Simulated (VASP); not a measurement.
# InB (Cmmm) in VASP: further runs

Runs on InB. Level: PBE. Tasks: single point.

All numbers are computed with VASP 6.6.1; they aren't measurements. Logs are shortened: lines on timing, memory, paths and dates and some standing lists are left out, and cuts for length are marked.

**1. The cell of the first run**

It takes space group Cmmm (No. 65, orthorhombic). Conventional cell: a = 3.733 Å, b = 5.520 Å, c = 3.273 Å, α = 90.00°, β = 90.00°, γ = 90.00°. In (site symmetry mmm) has 8 B at 2.48 to 3.21 Å and 2 In at 3.27 Å within 3.3 Å. Within 3.3 Å of B (site symmetry mmm) lie 8 In at 2.48 to 3.21 Å and 2 B at 3.27 Å.

**2. Single point, PBE**

Input file INCAR:

```
SYSTEM = InB
  ALGO = Normal
  EDIFF = 1E-7
  ENCUT = 520
  GGA = PE
  ISIF = 2
  ISMEAR = 0
  LASPH = .True.
  LCHARG = .True.
  LELF = .True.
  LREAL = .False.
  LVHAR = .True.
  LWAVE = .False.
  NBANDS = 15
  NELM = 100
  PREC = Accurate
  SIGMA = 0.1
```

Input file KPOINTS:

```
k-points
0
Gamma
  14 14 14
  0 0 0
```

Input file POSCAR:

```
InB
1.0
    1.8663625331     -2.7599438232      0.0000000000
    1.8663625331      2.7599438232      0.0000000000
    0.0000000000      0.0000000000      3.2725440793
In B
1 1
Direct
    0.0000000000      0.0000000000      0.0000000000
    0.5000000000      0.5000000000      0.5000000000
```

Potentials or basis: VASP PAW PBE potentials, release 64 (In_d, B).

Run with:

```console
$ cat potpaw_PBE.64/In_d/POTCAR potpaw_PBE.64/B/POTCAR > POTCAR
$ mpirun -np 1 vasp_std > vasp.out
```

OUTCAR:

```text
SYSTEM = InB
   EDIFF = 1E-7
   ENCUT = 520
   GGA = PE
   ISIF = 2
   ISMEAR = 0
   LASPH = .True.
   LREAL = .False.
   NELM = 100
   PREC = Accurate

 ion  position               nearest neighbor table
   1  0.000  0.000  0.000-   2 2.48   2 2.48   2 2.48   2 2.48
   2  0.500  0.500  0.500-   1 2.48   1 2.48   1 2.48   1 2.48

  LATTYP: Found a base centered orthorhombic cell.
 ALAT       =     3.7327250662
 B/A-ratio  =     1.4787822699
 C/A-ratio  =     0.8767171493

  Lattice vectors:

 A1 = (   1.8663625331,  -2.7599438232,   0.0000000000)
 A2 = (   1.8663625331,   2.7599438232,   0.0000000000)
 A3 = (   0.0000000000,   0.0000000000,   3.2725440793)

Analysis of symmetry for initial positions (statically):
=====================================================================
 Subroutine PRICEL returns:
 Original cell was already a primitive cell.

 Routine SETGRP: Setting up the symmetry group for a
 base centered orthorhombic supercell.

 Subroutine GETGRP returns: Found  8 space group operations
 (whereof  8 operations were pure point group operations)
 out of a pool of  8 trial point group operations.

The static configuration has the point symmetry D_2h.

Analysis of symmetry for dynamics (positions and initial velocities):
=====================================================================
 Subroutine PRICEL returns:
 Original cell was already a primitive cell.

 Routine SETGRP: Setting up the symmetry group for a
 base centered orthorhombic supercell.

 Subroutine GETGRP returns: Found  8 space group operations
 (whereof  8 operations were pure point group operations)
 out of a pool of  8 trial point group operations.

The dynamic configuration has the point symmetry D_2h.

 Subroutine INISYM returns: Found  8 space group operations
 (whereof  8 operations are pure point group operations),
 and found     1 'primitive' translations

----------------------------------------------------------------------------------------

                                     Primitive cell

  volume of cell :      33.7141

  direct lattice vectors                    reciprocal lattice vectors
     1.866362533 -2.759943823  0.000000000     0.267900792 -0.181163108  0.000000000
     1.866362533  2.759943823  0.000000000     0.267900792  0.181163108  0.000000000
     0.000000000  0.000000000  3.272544079     0.000000000  0.000000000  0.305572660

  length of vectors
     3.331756145  3.331756145  3.272544079     0.323405173  0.323405173  0.305572660

  position of ions in fractional coordinates (direct lattice)
     0.000000000  0.000000000  0.000000000
     0.500000000  0.500000000  0.500000000

  ion indices of the primitive-cell ions
   primitive index   ion index
                 1           1
                 2           2

----------------------------------------------------------------------------------------

 KPOINTS: k-points

Automatic generation of k-mesh.
 Grid dimensions read from file:
 generate k-points for:   14   14   14

 Generating k-lattice:

  Cartesian coordinates                     Fractional coordinates (reciprocal lattice)
     0.019135771 -0.012940222  0.000000000     0.071428571  0.000000000  0.000000000
     0.019135771  0.012940222  0.000000000     0.000000000  0.071428571  0.000000000
     0.000000000  0.000000000  0.021826619     0.000000000  0.000000000  0.071428571

  Length of vectors
     0.023100369  0.023100369  0.021826619

  Shift w.r.t. Gamma in fractional coordinates (k-lattice)
     0.000000000  0.000000000  0.000000000

 Subroutine IBZKPT returns following result:
 ===========================================

 Found    456 irreducible k-points:

 Following reciprocal coordinates:
            Coordinates               Weight
  0.000000  0.000000  0.000000      1.000000
  0.071429 -0.000000  0.000000      4.000000
  0.142857 -0.000000  0.000000      4.000000
  0.214286 -0.000000  0.000000      4.000000
  0.285714  0.000000  0.000000      4.000000
  0.357143 -0.000000  0.000000      4.000000
[... 16 lines left out ...]
  0.214286  0.142857  0.000000      4.000000
  0.285714  0.142857  0.000000      4.000000
 [... further k-points ...]
   k-points           NKPTS =    456   k-points in BZ     NKDIM =    456   number of bands    NBANDS=     15
   number of dos      NEDOS =    301   number of ions     NIONS =      2
   total plane-waves  NPLWV =  18816
   dimension x,y,z NGX =    28 NGY =   28 NGZ =   24
   dimension x,y,z NGXF=    56 NGYF=   56 NGZF=   48
   ions per type =               1   1
   NGX,Y,Z   is equivalent  to a cutoff of  13.97, 13.97, 12.19 a.u.
   NGXF,Y,Z  is equivalent  to a cutoff of  27.94, 27.94, 24.38 a.u.
 SYSTEM =  InB
   PREC   = accura    normal or accurate (medium, high low for compatibility)
   ISTART =      0    job   : 0-new  1-cont  2-samecut
   ICHARG =      2    charge: 1-file 2-atom 10-const
   ISPIN  =      1    spin polarized calculation?
   LNONCOLLINEAR =      F non collinear calculations
   LSORBIT =      F    spin-orbit coupling
   LASPH  =      T    aspherical Exc in radial PAW
   ENCUT  =  520.0 eV  38.22 Ry    6.18 a.u.   6.19  6.19  6.08*2*pi/ulx,y,z
   NELM   =    100;   NELMIN=  2; NELMDL= -5     # of ELM steps
   EDIFF  = 0.1E-06   stopping-criterion for ELM
   LREAL  =      F    real-space projection
   EDIFFG = 0.1E-05   stopping-criterion for IOM
   NSW    =      0    number of steps for IOM
   IBRION =     -1    ionic relax: 0-MD 1-quasi-New 2-CG
   NFREE  =      0    steps in history (QN), initial steepest desc. (CG)
   ISIF   =      2    stress and relaxation
   ISYM   =      2    0-nonsym 1-usesym 2-fastsym
   POTIM  = 0.5000    time-step for ionic-motion
   TEBEG  =    0.0;   TEEND  =   0.0 temperature during run
   PSTRESS=    0.0 pullay stress
   NELECT =      16.0000    total number of electrons
   NUPDOWN=      -1.0000    fix difference up-down
   EMIN   =  10.00;   EMAX   =-10.00  energy-range for DOS
   EFERMI =   0.00;   METHOD = LEGACY
   ISMEAR =     0;   SIGMA  =   0.10  broadening in eV -4-tet -1-fermi 0-gaus
   EFERMI_NEDOS =   21; number of points for ismear=-14 and -15
   IALGO  =     38    algorithm
   IMIX   =      4    mixing-type and parameters
     AMIX     =   0.40;   BMIX     =  1.00
     AMIX_MAG =   1.60;   BMIX_MAG =  1.00
  volume/ion in A,a.u.               =      16.86       113.76
  Fermi-wavevector in a.u.,A,eV,Ry     =   1.276961  2.413106 22.186054  1.630629
  Thomas-Fermi vector in A             =   2.409587
   LORBIT       =      0    0 simple, 1 ext, 2 COOP (PROOUT), +10 PAW based schemes
   GGA     = PE    functional components
   LHFCALC =     F    Hartree Fock is set to
   AEXX    =    0.0000 exact exchange contribution
   IVDW    =     0    specifies the selected vdW correction
   LEPSILON=     F    determine dielectric tensor
   LRPA    =     F    only Hartree local field effects (RPA)
 non-spin polarized calculation
 Gauss-broadening in eV      SIGMA  =   0.10
  energy-cutoff  :      520.00
  volume of cell :       33.71
 maximum number of plane-waves:       924
 NGX is ok and might be reduce to    28
   NGX = 13   NGY = 13   NGZ = 13

 number of electron      15.9999995 magnetization

 Free energy of the ion-electron system (eV)
  ---------------------------------------------------
  ext. energy  EPLUGINS =         0.00000000
  ---------------------------------------------------
  free energy    TOTEN  =        -6.54693735 eV

  energy without entropy =       -6.54258288  energy(sigma->0) =       -6.54476011

 E-fermi :   7.1080     XC(G=0): -10.7315

 val. band max:        7.1066689968   @ k =   0.2143   0.1429   0.1429
 cond. band min:       7.1114830537   @ k =   0.5000   0.2857   0.5000
 fundamental gap:      0.0048140569
 Fermi energy:         7.1079780330

 k-point     1 :       0.0000    0.0000    0.0000
  band No.  band energies     occupation
      1      -7.5757      2.00000
      2      -7.4526      2.00000
      3      -7.2840      2.00000
      4      -7.1524      2.00000
      5      -7.1351      2.00000
      6      -3.9227      2.00000
      7       7.2657      0.02569
      8       7.4175      0.00001
      9       9.6425      0.00000
     10      10.1204      0.00000
     11      14.9486      0.00000
     12      15.0582      0.00000
     13      16.1535      0.00000
     14      19.3429      0.00000
     15      19.5566      0.00000

 k-point     2 :       0.0714   -0.0000    0.0000
  band No.  band energies     occupation
      1      -7.5720      2.00000
      2      -7.4467      2.00000
      3      -7.2800      2.00000
      4      -7.1585      2.00000
      5      -7.1378      2.00000
      6      -3.8462      2.00000
      7       6.9018      1.99646
      8       7.5002      0.00000
      9       9.4391      0.00000
     10      10.4354      0.00000
     11      14.2585      0.00000
     12      15.0981      0.00000
     13      16.9780      0.00000
     14      19.1291      0.00000
     15      19.9063      0.00000

 k-point     3 :       0.1429   -0.0000    0.0000
  band No.  band energies     occupation
      1      -7.5648      2.00000
      2      -7.4282      2.00000
      3      -7.2679      2.00000
      4      -7.1783      2.00000
      5      -7.1428      2.00000
      6      -3.6152      2.00000
      7       5.9925      2.00000
      8       7.7429      0.00000
      9       9.1787      0.00000
     10      10.9259      0.00000
     11      13.2727      0.00000
     12      15.3846      0.00000
     13      18.0696      0.00000
     14      18.5259      0.00000
     15      20.7615      0.00000
[... 343 lines left out ...]
 k-point    23 :       0.2143    0.1429    0.0000
  band No.  band energies     occupation
      1      -7.5340      2.00000
      2      -7.3987      2.00000
      3      -7.2405      2.00000
      4      -7.1992      2.00000
      5      -7.1681      2.00000
      6      -2.5736      2.00000
      7       3.5800      2.00000
      8       7.0707      1.40226
      9       8.8458      0.00000
     10      12.2828      0.00000
     11      13.3309      0.00000
     12      16.1578      0.00000
     13      16.4190      0.00000
     14      20.9815      0.00000
     15      21.3547      0.00000

 k-point    24 :       0.2857    0.1429    0.0000
  band No.  band energies     occupation
      1      -7.5325      2.00000
      2      -7.3611      2.00000
      3      -7.2637      2.00000
      4      -7.1947      2.00000
      5      -7.1763      2.00000
      6      -1.9084      2.00000
      7       2.5470      2.00000
      8       6.6117      2.00000
      9       9.3351      0.00000
     10      12.4806      0.00000
     11      13.4011      0.00000
     12      15.6601      0.00000
     13      15.8943      0.00000
     14      20.9331      0.00000
     15      21.9721      0.00000

 [... further k-points ...]

------------------------ aborting loop because EDIFF is reached ----------------------------------------

  FORCE on cell =-STRESS in cart. coord.  units (eV):
  Direction    XX          YY          ZZ          XY          YZ          ZX
  --------------------------------------------------------------------------------------
  -------------------------------------------------------------------------------------
  Total        0.0056607     -0.0087046     -0.0052570      0.0000000      0.0000000      0.0000000
  in kB        0.2690121     -0.4136620     -0.2498239      0.0000000      0.0000000      0.0000000
  external PRESSURE =      -0.1314913 kB  Pullay stress =       0.0000000 kB

 VOLUME and BASIS-vectors are now :
 -----------------------------------------------------------------------------
  energy-cutoff  :      520.00
  volume of cell :       33.71
      direct lattice vectors                 reciprocal lattice vectors
     1.866362533 -2.759943823  0.000000000     0.267900792 -0.181163108  0.000000000
     1.866362533  2.759943823  0.000000000     0.267900792  0.181163108  0.000000000
     0.000000000  0.000000000  3.272544079     0.000000000  0.000000000  0.305572660

 POSITION                                       TOTAL-FORCE (eV/Angst)
 -----------------------------------------------------------------------------------
      0.00000      0.00000      0.00000        -0.000000      0.000000      0.000000
      1.86636      0.00000      1.63627         0.000000      0.000000      0.000000
 -----------------------------------------------------------------------------------
    total drift:                               -0.000000      0.000000     -0.000000

  FREE ENERGIE OF THE ION-ELECTRON SYSTEM (eV)
  ---------------------------------------------------
  free  energy   TOTEN  =        -6.5469373496 eV

  energy  without entropy=       -6.5425828770  energy(sigma->0) =       -6.54476011
```

Wall time 76 s (1 thread of Intel Xeon 6975P-C (Granite Rapids), shared host); peak memory 0.33 GiB.

What came out:

```yaml
Free_energy: -6.5469 eV
Pressure: 0.0 GPa
Band_gap_on_the_k_mesh: zero (band 8 reaches 9.72 eV, above the bottom of band 9 at 4.61 eV)
```

Levels at points of the mesh, in eV from the Fermi level:
```
           k point  band 6  band 7  band 8  band 9  band 10  band 11
(0.00, 0.00, 0.00)  -11.03    0.16    0.31    2.53     3.01     7.84
(0.50, 0.00, 0.00)   -7.61   -6.79    1.53    2.70     3.10     6.99
(0.50, 0.50, 0.00)   -7.08   -4.74   -1.92    1.16     1.91     6.69
(0.00, 0.00, 0.50)   -7.85   -7.24    2.61    3.44     6.56     6.65
(0.50, 0.00, 0.50)   -4.23   -3.95   -3.86   -2.49     2.02     5.61
(0.50, 0.50, 0.50)   -5.08   -3.27   -1.19   -0.66     1.16     3.67
```

Caveat: spin-orbit coupling is left out, which moves the levels of the heavy elements.

**3. Single point, PBE**

Input file INCAR:

```
  ALGO = Normal
  EDIFF = 1E-7
  ENCUT = 520
  GGA = PE
  ISIF = 2
  ISMEAR = -1
  LASPH = True
  LCHARG = False
  LREAL = False
  LWAVE = False
  NBANDS = 15
  NELM = 100
  PREC = Accurate
  SIGMA = 0.15
```

Input file KPOINTS:

```
k-points
0
Gamma
  14 14 14
```

Input file POSCAR:

```
InB
1.0
    1.8642319049     -2.7446590896      0.0000000000
    1.8642319049      2.7446590896      0.0000000000
    0.0000000000      0.0000000000      3.2917327445
In B
1 1
Direct
    0.0000000000      0.0000000000      0.0000000000
    0.5000000000      0.5000000000      0.5000000000
```

Potentials or basis: VASP PAW PBE potentials, release 64 (In_d, B).

Run with:

```console
$ cat potpaw_PBE.64/In_d/POTCAR potpaw_PBE.64/B/POTCAR > POTCAR
$ mpirun -np 1 vasp_std > vasp.out
```

It took 80 s on 1 thread of Intel Xeon 6975P-C (Granite Rapids), shared host; peak memory 0.34 GiB.

Results (log left out):

```
Free energy            : -6.5781 eV
Pressure               : 0.0 GPa
Band gap on the k mesh : zero (band 8 reaches 9.75 eV, above the bottom of band 9 at 4.59 eV)
```

Levels at points of the mesh, in eV from the Fermi level:
```tsv
k point	band 5	band 6	band 7	band 8	band 9	band 10	band 11	band 12
(0.00, 0.00, 0.00)	-14.22	-11.01	0.23	0.26	2.61	2.97	7.85	8.11
(0.50, 0.00, 0.00)	-14.24	-7.56	-6.74	1.62	2.66	3.19	6.93	7.42
(0.50, 0.50, 0.00)	-14.14	-6.98	-4.71	-1.87	1.20	1.88	6.62	9.92
(0.00, 0.00, 0.50)	-14.28	-7.86	-7.27	2.66	3.49	6.60	6.75	7.89
(0.50, 0.00, 0.50)	-14.07	-4.23	-3.94	-3.84	-2.51	2.08	5.68	9.17
(0.50, 0.50, 0.50)	-14.07	-5.02	-3.21	-1.19	-0.68	1.17	3.71	3.88
```

Caveat: spin-orbit coupling is left out, which moves the levels of the heavy elements.
